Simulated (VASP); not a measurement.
# Hg (C2/m) in VASP: a series of runs, part 2 of 2

VASP 6.6.1. Earlier steps stand in the parts before.

## 3. Electric field gradients, LDA (28.90 Å³/atom)

This run uses another cell than the first one, of 28.90 Å³/atom.

Input file INCAR:

```
PREC = Accurate ; ENCUT = 520
EDIFF = 1E-8 ; ISMEAR = -1
SIGMA = 0.05 ; LREAL = False
LASPH = True ; NELM = 60
ALGO = Normal ; ISIF = 2
LWAVE = False ; LCHARG = False
GGA = CA ; LEFG = True
NBANDS = 12
```

Input file KPOINTS:

```
Automatic mesh
0
Gamma
  11 11 11
```

Input file POSCAR:

```
Hg
1.0
    2.2633740700     -2.0727805351      0.0000000000
    2.2633740700      2.0727805351      0.0000000000
   -0.3533243170      0.0000000000      3.0798026519
Hg
1
Direct
    0.5000000000      0.5000000000      0.5000000000
```

Potentials or basis: VASP PAW LDA potentials, release 64 (Hg).

Run with:

```
$ cat potpaw_LDA.64/Hg/POTCAR > POTCAR
$ mpirun -np 1 vasp_std > vasp.out
```

OUTCAR:

```text
PREC = Accurate
   ENCUT = 520
   EDIFF = 1E-8
   ISMEAR = -1
   LREAL = False
   LASPH = True
   NELM = 60
   ISIF = 2
   GGA = CA

 ion  position               nearest neighbor table
   1  0.500  0.500  0.500-

  LATTYP: Found a base centered monoclinic cell.
 ALAT       =     4.5267481400
 B/A-ratio  =     0.9157922955
 C/A-ratio  =     0.6848191074
 COS(beta)  =    -0.1139754530

  Lattice vectors:

 A1 = (   2.2633740700,  -2.0727805351,   0.0000000000)
 A2 = (   2.2633740700,   2.0727805351,   0.0000000000)
 A3 = (  -0.3533243170,   0.0000000000,   3.0798026519)

Analysis of symmetry for initial positions (statically):
=====================================================================
 Subroutine PRICEL returns:
 Original cell was already a primitive cell.

 Routine SETGRP: Setting up the symmetry group for a
 base centered monoclinic supercell.

 Subroutine GETGRP returns: Found  4 space group operations
 (whereof  4 operations were pure point group operations)
 out of a pool of  4 trial point group operations.

The static configuration has the point symmetry C_2h.

Analysis of symmetry for dynamics (positions and initial velocities):
=====================================================================
 Subroutine PRICEL returns:
 Original cell was already a primitive cell.

 Routine SETGRP: Setting up the symmetry group for a
 base centered monoclinic supercell.

 Subroutine GETGRP returns: Found  4 space group operations
 (whereof  4 operations were pure point group operations)
 out of a pool of  4 trial point group operations.

[... 161 lines left out ...]
      8      10.9586      0.00000
      9      11.0797      0.00000
     10      14.1804      0.00000
     11      15.8748      0.00000
     12      16.0787      0.00000
[... 331 lines left out ...]
 k-point    24 :      -0.1818    0.1818    0.0000
  band No.  band energies     occupation
      1      -6.3175      2.00000
      2      -6.0002      2.00000
      3      -5.5492      2.00000
      4      -4.8554      2.00000
      5      -4.8520      2.00000
      6      -4.7541      2.00000
      7       7.0616      0.00000
      8       7.4982      0.00000
      9      12.3438      0.00000
     10      15.4743      0.00000
     11      19.3355      0.00000
     12      20.1890      0.00000

 [... further k-points ...]

------------------------ aborting loop because EDIFF is reached ----------------------------------------

  FORCE on cell =-STRESS in cart. coord.  units (eV):
  Direction    XX          YY          ZZ          XY          YZ          ZX
  --------------------------------------------------------------------------------------
  -------------------------------------------------------------------------------------
  Total       -0.8748442     -0.8175601     -0.8615856      0.0000000      0.0000000      0.0388326
  in kB      -48.5041353    -45.3281217    -47.7690345      0.0000000      0.0000000      2.1529997
  external PRESSURE =     -47.2004305 kB  Pullay stress =       0.0000000 kB

 VOLUME and BASIS-vectors are now :
 -----------------------------------------------------------------------------
  energy-cutoff  :      520.00
  volume of cell :       28.90
      direct lattice vectors                 reciprocal lattice vectors
     2.263374070 -2.072780535  0.000000000     0.220909131 -0.241221872  0.025343367
     2.263374070  2.072780535  0.000000000     0.220909131  0.241221872  0.025343367
    -0.353324317  0.000000000  3.079802652     0.000000000  0.000000000  0.324696129

 POSITION                                       TOTAL-FORCE (eV/Angst)
 -----------------------------------------------------------------------------------
      2.08671      0.00000      1.53990         0.000000     -0.000000      0.000000
 -----------------------------------------------------------------------------------
    total drift:                               -0.000000     -0.000000     -0.000000

  FREE ENERGIE OF THE ION-ELECTRON SYSTEM (eV)
  ---------------------------------------------------
  free  energy   TOTEN  =        -0.8747993533 eV

  energy  without entropy=       -0.8723115385  energy(sigma->0) =       -0.87355545

 Electric field gradients (V/A^2)
---------------------------------------------------------------------
 ion       V_xx      V_yy      V_zz      V_xy      V_xz      V_yz
---------------------------------------------------------------------
   1     -31.932    14.719    17.213    -0.000    25.249     0.000
---------------------------------------------------------------------

 Electric field gradients after diagonalization (V/A^2)
 (convention: |V_zz| > |V_xx| > |V_yy|)
----------------------------------------------------------------------
 ion       V_xx      V_yy      V_zz     asymmetry (V_yy - V_xx)/ V_zz
----------------------------------------------------------------------
   1      27.873    14.719   -42.592       0.309
----------------------------------------------------------------------

           NMR quadrupolar parameters

 Cq : quadrupolar parameter    Cq=e*Q*V_zz/h
 eta: asymmetry parameters     (V_yy - V_xx)/ V_zz
 Q  : nuclear electric quadrupole moment in mb (millibarn)
----------------------------------------------------------------------
 ion       Cq(MHz)       eta       Q (mb)
----------------------------------------------------------------------
   1      -0.103       0.309       1.000
----------------------------------------------------------------------
```

OSZICAR:

```text
N       E                     dE             d eps       ncg     rms          rms(c)
DAV:   1     0.750380463881E+02    0.75038E+02   -0.62657E+03  8856   0.936E+02
DAV:   2     0.495436076254E+00   -0.74543E+02   -0.70322E+02  9660   0.226E+02
DAV:   3    -0.923479773845E+00   -0.14189E+01   -0.14175E+01 10404   0.348E+01
DAV:   4    -0.925169219616E+00   -0.16894E-02   -0.16894E-02  9620   0.127E+00
DAV:   5    -0.925172364422E+00   -0.31448E-05   -0.31449E-05 10272   0.515E-02    0.260E+00
DAV:   6    -0.879994099756E+00    0.45178E-01   -0.11133E-01 10368   0.359E+00    0.211E+00
DAV:   7    -0.875544164243E+00    0.44499E-02   -0.98376E-03 10440   0.826E-01    0.108E+00
DAV:   8    -0.874793423790E+00    0.75074E-03   -0.92698E-04  9692   0.386E-01    0.349E-02
DAV:   9    -0.874798145094E+00   -0.47213E-05   -0.61946E-06 10048   0.234E-02    0.874E-03
DAV:  10    -0.874799350967E+00   -0.12059E-05   -0.19227E-06  9304   0.179E-02    0.104E-03
DAV:  11    -0.874799353300E+00   -0.23331E-08   -0.10422E-08  9484   0.860E-04
   1 F= -.87479935E+00 E0= -.87355545E+00  d E =-.248781E-02
```

stdout:

```text
POSCAR found type information on POSCAR Hg
 POSCAR found :  1 types and       1 ions
 scaLAPACK will be used
 LDA part: xc-table for (Slater(with rela. corr.)+CA(PZ))
 , standard interpolation
 POSCAR, INCAR and KPOINTS ok, starting setup
 FFT: planning ... GRIDC
 FFT: planning ... GRID_SOFT
 FFT: planning ... GRID
 WAVECAR not read
 entering main loop
ion   1
```

Wall time 34 s (1 thread of Intel Xeon Platinum 8488C (Sapphire Rapids), shared host); peak memory 0.22 GiB.

Results:

```
Free energy                             : -0.8748 eV
Pressure                                : -4.7 GPa
Band gap on the k mesh                  : zero (bands 6 and 7 overlap by 3.54 eV)
Largest electric field gradient by atom : Hg -42.6 V/Å²
```

Electric field gradients, principal values (V/Å²):
```
atom   least  middle  greatest (by size)
1 Hg  14.719  27.873             -42.592
```

Caveat: the cell stands under tension; without QUAD_EFG the Cq values of the log hold for a quadrupole moment of 1 mb, not for the nuclei; spin-orbit coupling is left out, which moves the levels of the heavy elements.
